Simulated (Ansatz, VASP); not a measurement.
## TiGeSe4 in VASP and in Ansatz

The input INCAR:

```
PREC = Accurate ; ENCUT = 520
EDIFF = 1E-7 ; ISMEAR = 0
SIGMA = 0.1 ; LREAL = F
LASPH = T ; NELM = 150
ALGO = Normal ; ISIF = 2
LWAVE = F ; LCHARG = F
ISPIN = 2 ; MAGMOM = 1 0 0 0 0 0
LORBIT = 11 ; LMAXMIX = 4
GGA = PE ; NBANDS = 38
```

KPOINTS

```
regular mesh
0
Gamma
  6 6 2
```

The input POSCAR:

```
TiGeSe4
1.0
    3.4486330100      0.0000000000      0.0000000000
    0.0000000000      3.4486330100      0.0000000000
    0.0000000000      0.0000000000     13.2295126000
Ti Ge Se
1 1 4
Direct
    0.5000000000      0.5000000000      0.5000000000
    0.0000000000      0.0000000000      0.0000000000
    0.5000000000      0.5000000000      0.1809719800
    0.0000000000      0.0000000000      0.6524536600
    0.0000000000      0.0000000000      0.3475463400
    0.5000000000      0.5000000000      0.8190280200
```

Input for Ansatz:

```yaml
crystal:
  lattice:
    - [3.44863301, 0.0, 0.0]
    - [0.0, 3.44863301, 0.0]
    - [0.0, 0.0, 13.2295126]
  atoms:
    - { symbol: Ti, position: [0.5, 0.5, 0.5], spin: 1.0 }
    - { symbol: Ge, position: [0.0, 0.0, 0.0] }
    - { symbol: Se, position: [0.5, 0.5, 0.18097198] }
    - { symbol: Se, position: [0.0, 0.0, 0.65245366] }
    - { symbol: Se, position: [0.0, 0.0, 0.34754634] }
    - { symbol: Se, position: [0.5, 0.5, 0.81902802] }
basis:
  ecutwfc: 420
kpoints:
  mp_grid: { grid: [6, 6, 2] }
hamiltonian:
  xc: pbe
scf:
  occupations: { method: gaussian, width: 0.1 }
  lower_state_search: "off"
output:
  forces: true
  stress: true
  eigenvalues: true
  populations: true
magnetization:
  spin_polarized: true
```

Change from the starting cell: species swapped into the Ti4CuAg type (P4/mmm, No. 123).

Alike in both runs: task single point; functional PBE; k mesh 6 × 6 × 2; occupations gaussian, width 0.1 eV; collinear spin.

|  | VASP | Ansatz |
| --- | --- | --- |
| version | VASP 6.6.1 | Ansatz 0.2.0 |
| potentials or method | VASP PAW PBE potentials, release 64 (Ti_sv, Ge_d, Se), cutoff 520 eV | scalar-relativistic, plane waves, PAW |
| valence electrons in the cell | 50 | 90 |

|  | VASP | Ansatz | Ansatz less VASP |
| --- | --- | --- | --- |
| gap on the k mesh at the Fermi level (eV) | none | none | - |
| pressure (GPa) | -11.7 | -11.7 | -0.02 |
| traceless stress, the component that is largest in VASP (GPa) | -4.45 | -4.45 | -0.002 |
| rms of the force components (eV/Å) | 0.833 | 0.834 | +0.0019 |
| net moment per atom (μB) | 0.10 | 0.10 | -0.001 |
| size of the moment on the site where the two differ most (μB) | 0.80 | 0.87 | +0.069 |

Site moments also hang on the region over which each program counts them. Atom by atom the forces differ by 0.002 eV/Å (rms over components). A gap of «none» marks a metal or a gap that the smearing closes. VASP's potentials hold 50 valence electrons a cell and Ansatz's 90, so a difference there can come from the potentials and not from the codes.
